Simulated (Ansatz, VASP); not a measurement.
## Mg2O in VASP and in Ansatz

```
Mg O
1.0
     5.24239    0.00000    0.00000
     0.00000    5.24239    0.00000
     0.00000    0.00000    3.13544
Mg O
4 2
Direct
  0.29366 0.29366 0.00000
  0.20634 0.79366 0.50000
  0.70634 0.70634 0.00000
  0.79366 0.20634 0.50000
  0.00000 0.00000 0.00000
  0.50000 0.50000 0.50000
```

Alike in both runs: functional PBE; k mesh 4 × 4 × 6; occupations gaussian, width 0.1 eV; no spin polarisation.

Ansatz relaxed the structure, and its values are those at the end. VASP's run is a single point on that final structure, the one shown.

|  | VASP | Ansatz |
| --- | --- | --- |
| version | VASP 6.6.1 | Ansatz 0.2.0 |
| potentials or method | VASP PAW PBE potentials, release 64 (Mg, O), cutoff 520 eV | scalar-relativistic, plane waves, PAW |
| valence electrons in the cell | 20 | 52 |

|  | VASP | Ansatz | Ansatz less VASP |
| --- | --- | --- | --- |
| gap on the k mesh at the Fermi level (eV) | none | none | - |
| pressure (GPa) | -0.6 | -0.1 | +0.41 |
| rms of the force components (eV/Å) | 0.006 | 0.008 | +0.0018 |

A gap of «none» marks a metal or a gap that the smearing closes. VASP's potentials hold 20 valence electrons a cell and Ansatz's 52, so a difference there can come from the potentials and not from the codes.
